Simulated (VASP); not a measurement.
KP2Ru2, 5 atoms in the cell. It takes space group I4/mmm (No. 139, tetragonal). The conventional cell has a = 4.023 Å, b = 4.023 Å, c = 12.494 Å, α = 90.00°, β = 90.00°, γ = 90.00°. K (site symmetry 4/mmm) has 10 P at 3.49 to 4.23 Å and 8 Ru at 3.72 Å and 4 K at 4.02 Å within 4.6 Å. P (site symmetry 4mm) has 4 Ru at 2.30 Å within 3.0 Å. Ru (site symmetry -4m2) has 4 P at 2.30 Å and 4 Ru at 2.84 Å within 3.0 Å. 

- Program: VASP 6.6.1
- Task: single point
- Functional: r2SCAN
- Dispersion: rVV10
- Potentials or basis: VASP PAW PBE potentials, release 64 (K_sv, P, Ru_pv)
- Cutoff: 520 eV
- k mesh: 6 × 6 × 6
- Occupations: gaussian, width 0.1 eV
- Spin: no spin polarisation
- Dipole correction: no
- Further INCAR settings: ALGO = Normal; EDIFF = 1e-07; NBANDS = 32

Potentials or basis: VASP PAW PBE potentials, release 64 (K_sv, P, Ru_pv).

Launch:

```sh
$ cat potpaw_PBE.64/K_sv/POTCAR potpaw_PBE.64/P/POTCAR potpaw_PBE.64/Ru_pv/POTCAR > POTCAR
$ cp INCAR.step1 INCAR
$ mpirun -np 1 vasp_std > vasp.out
$ cp INCAR.step2 INCAR
$ mpirun -np 1 vasp_std > vasp.out
```

Hardware: 1 thread of Intel(R) Xeon(R) Platinum 8375C CPU @ 2.90GHz (Ice Lake) (shared host).

Problem. Estimate the wall time of this run.

Solution. Run time: 15 min on 1 thread of Intel(R) Xeon(R) Platinum 8375C CPU @ 2.90GHz (Ice Lake), with other jobs on the host, peak memory 1 GiB. Counts: k points 30.
